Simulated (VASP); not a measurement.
# Te2Mo in VASP: single point with PBE

Aim: the single point of Te2Mo with PBE.

Program: VASP 6.6.1. These are calculated values, not measurements. Logs are shortened: lines on timing, memory, paths and dates and some standing lists are left out, and cuts for length are marked.

### Step 1. The cell of the first run

The cell holds a slab with vacuum, 9 atoms: a = 3.557 Å, b = 3.557 Å, c = 33.821 Å, α = 90.00°, β = 90.00°, γ = 120.00°.

### Step 2. Single point, PBE

File INCAR:

```
SYSTEM = Te2Mo
ALGO = Normal ; DIPOL = 0.5 0.5 0.500
EDIFF = 1E-7 ; ENCUT = 520
GGA = PE ; IDIPOL = 3
ISIF = 2 ; ISMEAR = 0
LASPH = .True. ; LCHARG = .False.
LDIPOL = .True. ; LREAL = .False.
LWAVE = .False. ; NBANDS = 49
NELM = 60 ; PREC = Accurate
SIGMA = 0.05
```

File KPOINTS:

```
k-points
0
Gamma
  9 9 1
  0 0 0
```

File POSCAR:

```
Te2Mo
1.0
    3.5570664352      0.0000000000      0.0000000000
   -1.7785332176      3.0805098958      0.0000000000
    0.0000000000      0.0000000000     33.8205727992
Te Mo
6 3
Direct
    0.6666666667      0.3333333333      0.2217585150
    0.6666666667      0.3333333333      0.3286713630
    0.3333333333      0.6666666667      0.4465435760
    0.3333333333      0.6666666667      0.5534564240
    0.6666666667      0.3333333333      0.6713286370
    0.6666666667      0.3333333333      0.7782414850
    0.3333333333      0.6666666667      0.2752149390
    0.6666666667      0.3333333333      0.5000000000
    0.3333333333      0.6666666667      0.7247850610
```

Potentials or basis: VASP PAW PBE potentials, release 64 (Te, Mo_sv).

Command:

```console
$ cat potpaw_PBE.64/Te/POTCAR potpaw_PBE.64/Mo_sv/POTCAR > POTCAR
$ mpirun -np 1 vasp_std > vasp.out
```

OUTCAR:

```text
SYSTEM = Te2Mo
   EDIFF = 1E-7
   ENCUT = 520
   GGA = PE
   ISIF = 2
   ISMEAR = 0
   LASPH = .True.
   LREAL = .False.
   NELM = 60
   PREC = Accurate

 ion  position               nearest neighbor table
   1  0.667  0.333  0.222-   7 2.74   7 2.74   7 2.74   2 3.62
   2  0.667  0.333  0.329-   7 2.74   7 2.74   7 2.74   1 3.62
   3  0.333  0.667  0.447-   8 2.74   8 2.74   8 2.74   4 3.62
   4  0.333  0.667  0.553-   8 2.74   8 2.74   8 2.74   3 3.62
   5  0.667  0.333  0.671-   9 2.74   9 2.74   9 2.74   6 3.62
   6  0.667  0.333  0.778-   9 2.74   9 2.74   9 2.74   5 3.62
   7  0.333  0.667  0.275-   2 2.74   1 2.74   2 2.74   1 2.74   2 2.74   1 2.74
   8  0.667  0.333  0.500-   3 2.74   4 2.74   3 2.74   4 2.74   3 2.74   4 2.74
   9  0.333  0.667  0.725-   5 2.74   6 2.74   5 2.74   6 2.74   5 2.74   6 2.74

  LATTYP: Found a hexagonal cell.
 ALAT       =     3.5570664352
 C/A-ratio  =     9.5079958205

  Lattice vectors:

 A1 = (   3.5570664352,   0.0000000000,   0.0000000000)
 A2 = (  -1.7785332176,   3.0805098958,   0.0000000000)
 A3 = (   0.0000000000,   0.0000000000,  33.8205727992)

Analysis of symmetry for initial positions (statically):
=====================================================================
 Subroutine PRICEL returns:
 Original cell was already a primitive cell.

 Routine SETGRP: Setting up the symmetry group for a
 hexagonal supercell.

 Subroutine GETGRP returns: Found 12 space group operations
 (whereof 12 operations were pure point group operations)
 out of a pool of 24 trial point group operations.

The static configuration has the point symmetry D_3h.

Analysis of symmetry for dynamics (positions and initial velocities):
=====================================================================
 Subroutine PRICEL returns:
 Original cell was already a primitive cell.

 Routine SETGRP: Setting up the symmetry group for a
 hexagonal supercell.

 Subroutine GETGRP returns: Found 12 space group operations
 (whereof 12 operations were pure point group operations)
 out of a pool of 24 trial point group operations.

The dynamic configuration has the point symmetry D_3h.

 Subroutine INISYM returns: Found 12 space group operations
 (whereof 12 operations are pure point group operations),
 and found     1 'primitive' translations

----------------------------------------------------------------------------------------

                                     Primitive cell

  volume of cell :     370.5916

  direct lattice vectors                    reciprocal lattice vectors
     3.557066435  0.000000000  0.000000000     0.281130538  0.162310792  0.000000000
    -1.778533218  3.080509896  0.000000000     0.000000000  0.324621583  0.000000000
     0.000000000  0.000000000 33.820572799     0.000000000  0.000000000  0.029567802

  length of vectors
     3.557066435  3.557066435 33.820572799     0.324621583  0.324621583  0.029567802

  position of ions in fractional coordinates (direct lattice)
     0.666666667  0.333333333  0.221758515
     0.666666667  0.333333333  0.328671363
     0.333333333  0.666666667  0.446543576
     0.333333333  0.666666667  0.553456424
     0.666666667  0.333333333  0.671328637
     0.666666667  0.333333333  0.778241485
     0.333333333  0.666666667  0.275214939
     0.666666667  0.333333333  0.500000000
     0.333333333  0.666666667  0.724785061

  ion indices of the primitive-cell ions
   primitive index   ion index
                 1           1
                 2           2
                 3           3
                 4           4
                 5           5
                 6           6
                 7           7
                 8           8
                 9           9

----------------------------------------------------------------------------------------

 KPOINTS: k-points

Automatic generation of k-mesh.
 Grid dimensions read from file:
 generate k-points for:    9    9    1

 Generating k-lattice:

  Cartesian coordinates                     Fractional coordinates (reciprocal lattice)
     0.031236726  0.018034532  0.000000000     0.111111111  0.000000000  0.000000000
     0.000000000  0.036069065  0.000000000     0.000000000  0.111111111  0.000000000
     0.000000000  0.000000000  0.029567802     0.000000000  0.000000000  1.000000000

  Length of vectors
     0.036069065  0.036069065  0.029567802

  Shift w.r.t. Gamma in fractional coordinates (k-lattice)
     0.000000000  0.000000000  0.000000000

 Subroutine IBZKPT returns following result:
 ===========================================

 Found     12 irreducible k-points:

 Following reciprocal coordinates:
            Coordinates               Weight
  0.000000  0.000000  0.000000      1.000000
  0.111111  0.000000  0.000000      6.000000
  0.222222  0.000000  0.000000      6.000000
  0.333333  0.000000  0.000000      6.000000
  0.444444  0.000000  0.000000      6.000000
  0.111111  0.111111  0.000000      6.000000
  0.222222  0.111111  0.000000     12.000000
  0.333333  0.111111  0.000000     12.000000
  0.444444  0.111111  0.000000      6.000000
  0.222222  0.222222  0.000000      6.000000
  0.333333  0.222222  0.000000     12.000000
  0.333333  0.333333  0.000000      2.000000
   k-points           NKPTS =     12   k-points in BZ     NKDIM =     12   number of bands    NBANDS=     49
   number of dos      NEDOS =    301   number of ions     NIONS =      9
   total plane-waves  NPLWV = 197568
   dimension x,y,z NGX =    28 NGY =   28 NGZ =  252
   dimension x,y,z NGXF=    56 NGYF=   56 NGZF=  504
   ions per type =               6   3
   NGX,Y,Z   is equivalent  to a cutoff of  13.09, 13.09, 12.39 a.u.
   NGXF,Y,Z  is equivalent  to a cutoff of  26.17, 26.17, 24.77 a.u.
 SYSTEM =  Te2Mo
   PREC   = accura    normal or accurate (medium, high low for compatibility)
   ISTART =      0    job   : 0-new  1-cont  2-samecut
   ICHARG =      2    charge: 1-file 2-atom 10-const
   ISPIN  =      1    spin polarized calculation?
   LNONCOLLINEAR =      F non collinear calculations
   LSORBIT =      F    spin-orbit coupling
   LASPH  =      T    aspherical Exc in radial PAW
   ENCUT  =  520.0 eV  38.22 Ry    6.18 a.u.   6.61  6.61 62.88*2*pi/ulx,y,z
   NELM   =     60;   NELMIN=  2; NELMDL= -5     # of ELM steps
   EDIFF  = 0.1E-06   stopping-criterion for ELM
   LREAL  =      F    real-space projection
   EDIFFG = 0.1E-05   stopping-criterion for IOM
   NSW    =      0    number of steps for IOM
   IBRION =     -1    ionic relax: 0-MD 1-quasi-New 2-CG
   NFREE  =      0    steps in history (QN), initial steepest desc. (CG)
   ISIF   =      2    stress and relaxation
   ISYM   =      2    0-nonsym 1-usesym 2-fastsym
   POTIM  = 0.5000    time-step for ionic-motion
   TEBEG  =    0.0;   TEEND  =   0.0 temperature during run
   PSTRESS=    0.0 pullay stress
   NELECT =      78.0000    total number of electrons
   NUPDOWN=      -1.0000    fix difference up-down
   EMIN   =  10.00;   EMAX   =-10.00  energy-range for DOS
   EFERMI =   0.00;   METHOD = LEGACY
   ISMEAR =     0;   SIGMA  =   0.05  broadening in eV -4-tet -1-fermi 0-gaus
   EFERMI_NEDOS =   21; number of points for ismear=-14 and -15
   IALGO  =     38    algorithm
   IMIX   =      4    mixing-type and parameters
     AMIX     =   0.40;   BMIX     =  1.00
     AMIX_MAG =   1.60;   BMIX_MAG =  1.00
  volume/ion in A,a.u.               =      41.18       277.88
  Fermi-wavevector in a.u.,A,eV,Ry     =   0.973811  1.840235 12.902502  0.948307
  Thomas-Fermi vector in A             =   2.104220
   LORBIT       =      0    0 simple, 1 ext, 2 COOP (PROOUT), +10 PAW based schemes
   GGA     = PE    functional components
   LHFCALC =     F    Hartree Fock is set to
   AEXX    =    0.0000 exact exchange contribution
   IVDW    =     0    specifies the selected vdW correction
   LEPSILON=     F    determine dielectric tensor
   LRPA    =     F    only Hartree local field effects (RPA)
 non-spin polarized calculation
 Gauss-broadening in eV      SIGMA  =   0.05
  energy-cutoff  :      520.00
  volume of cell :      370.59
 maximum number of plane-waves:     10079
 NGX is ok and might be reduce to    28
   NGX = 13   NGY = 13   NGZ =125

 number of electron      78.0000003 magnetization

 dipolmoment           0.000000      0.000000      0.000000 electrons x Angstroem

 Free energy of the ion-electron system (eV)
  ---------------------------------------------------
  ext. energy  EPLUGINS =         0.00000000
  ---------------------------------------------------
  free energy    TOTEN  =       -54.09956948 eV

  energy without entropy =      -54.09956948  energy(sigma->0) =      -54.09956948

 E-fermi :   3.2114     XC(G=0):  -6.8641

 val. band max:        2.9501112746   @ k =   0.3333   0.3333   0.0000
 cond. band min:       3.9910400283   @ k =   0.3333   0.3333   0.0000
 fundamental gap:      1.0409287536
 Fermi energy:         3.2113584918

 k-point     1 :       0.0000    0.0000    0.0000
  band No.  band energies     occupation
      1     -57.7712      2.00000
      2     -57.7704      2.00000
      3     -57.7704      2.00000
      4     -31.9159      2.00000
      5     -31.9151      2.00000
      6     -31.9151      2.00000
[... 41 lines left out ...]
     48       6.2341      0.00000
     49       6.2436      0.00000

 k-point     2 :       0.1111    0.0000    0.0000
  band No.  band energies     occupation
      1     -57.7703      2.00000
      2     -57.7695      2.00000
      3     -57.7695      2.00000
      4     -31.9130      2.00000
      5     -31.9121      2.00000
      6     -31.9121      2.00000
[... 41 lines left out ...]
     48       5.9244      0.00000
     49       6.0802      0.00000

 k-point     3 :       0.2222    0.0000    0.0000
  band No.  band energies     occupation
      1     -57.7678      2.00000
      2     -57.7670      2.00000
      3     -57.7670      2.00000
      4     -31.9056      2.00000
      5     -31.9047      2.00000
      6     -31.9047      2.00000
[... 41 lines left out ...]
     48       5.2813      0.00000
     49       6.3123      0.00000

 k-point     4 :       0.3333    0.0000    0.0000
  band No.  band energies     occupation
      1     -57.7650      2.00000
      2     -57.7642      2.00000
      3     -57.7642      2.00000
      4     -31.8995      2.00000
      5     -31.8985      2.00000
      6     -31.8985      2.00000
[... 353 lines left out ...]
     48       5.1887      0.00000
     49       6.1929      0.00000

 k-point    11 :       0.3333    0.2222    0.0000
  band No.  band energies     occupation
      1     -57.7624      2.00000
      2     -57.7616      2.00000
      3     -57.7616      2.00000
      4     -31.9110      2.00000
      5     -31.9100      2.00000
      6     -31.9100      2.00000
[... 41 lines left out ...]
     48       5.1896      0.00000
     49       6.4201      0.00000

 k-point    12 :       0.3333    0.3333    0.0000
  band No.  band energies     occupation
      1     -57.7619      2.00000
      2     -57.7611      2.00000
      3     -57.7611      2.00000
      4     -31.9005      2.00000
      5     -31.8995      2.00000
      6     -31.8995      2.00000
[... 41 lines left out ...]
     48       5.4055      0.00000
     49       6.7891      0.00000

------------------------ aborting loop because EDIFF is reached ----------------------------------------

 vacuum level on the upper side and lower side of the slab       (xc-potential included)        -0.110        -0.110

  FORCE on cell =-STRESS in cart. coord.  units (eV):
  Direction    XX          YY          ZZ          XY          YZ          ZX
  --------------------------------------------------------------------------------------
  -------------------------------------------------------------------------------------
  Total       -0.0845776     -0.0845776      0.1085580     -0.0000000      0.0000000      0.0000000
  in kB       -0.3656540     -0.3656540      0.4693284     -0.0000000      0.0000000      0.0000000
  external PRESSURE =      -0.0873265 kB  Pullay stress =       0.0000000 kB

 VOLUME and BASIS-vectors are now :
 -----------------------------------------------------------------------------
  energy-cutoff  :      520.00
  volume of cell :      370.59
      direct lattice vectors                 reciprocal lattice vectors
     3.557066435  0.000000000  0.000000000     0.281130538  0.162310792  0.000000000
    -1.778533218  3.080509896  0.000000000     0.000000000  0.324621583  0.000000000
     0.000000000  0.000000000 33.820572799     0.000000000  0.000000000  0.029567802

 POSITION                                       TOTAL-FORCE (eV/Angst)
 -----------------------------------------------------------------------------------
      1.77853      1.02684      7.50000         0.000000     -0.000000     -0.002218
      1.77853      1.02684     11.11585         0.000000     -0.000000      0.013246
     -0.00000      2.05367     15.10236         0.000000     -0.000000     -0.012238
     -0.00000      2.05367     18.71821         0.000000     -0.000000      0.012238
      1.77853      1.02684     22.70472         0.000000     -0.000000     -0.013246
      1.77853      1.02684     26.32057         0.000000     -0.000000      0.002218
     -0.00000      2.05367      9.30793        -0.000000      0.000000     -0.014192
      1.77853      1.02684     16.91029         0.000000     -0.000000     -0.000000
     -0.00000      2.05367     24.51265        -0.000000     -0.000000      0.014192
 -----------------------------------------------------------------------------------
    total drift:                                0.000000     -0.000000     -0.000000

  FREE ENERGIE OF THE ION-ELECTRON SYSTEM (eV)
  ---------------------------------------------------
  free  energy   TOTEN  =       -54.0995694803 eV

  energy  without entropy=      -54.0995694803  energy(sigma->0) =      -54.09956948

 vacuum level on the upper side and lower side of the slab         7.705         7.705
```

Wall time 14 min (1 thread of Intel Xeon 8259CL, shared host); peak memory 0.57 GiB.

Results:

```yaml
Free_energy: -54.0996 eV
Largest_force: 0.014 eV/Å
Band_gap_on_the_k_mesh: 1.04 eV
```

Forces on the atoms (eV/Å):
```
Te   0.000  0.000 -0.002
Te   0.000  0.000  0.013
Te   0.000  0.000 -0.012
Te   0.000  0.000  0.012
Te   0.000  0.000 -0.013
Te   0.000  0.000  0.002
Mo   0.000  0.000 -0.014
Mo   0.000  0.000  0.000
Mo   0.000  0.000  0.014
```

Levels at points of the mesh, in eV from the valence-band top:
```tsv
k point	band 37	band 38	band 39	band 40	band 41	band 42
(0.00, 0.00, 0.00)	-0.63	-0.32	-0.15	2.99	2.99	3.01
```

Caveat: spin-orbit coupling is left out, which moves the levels of the heavy elements.
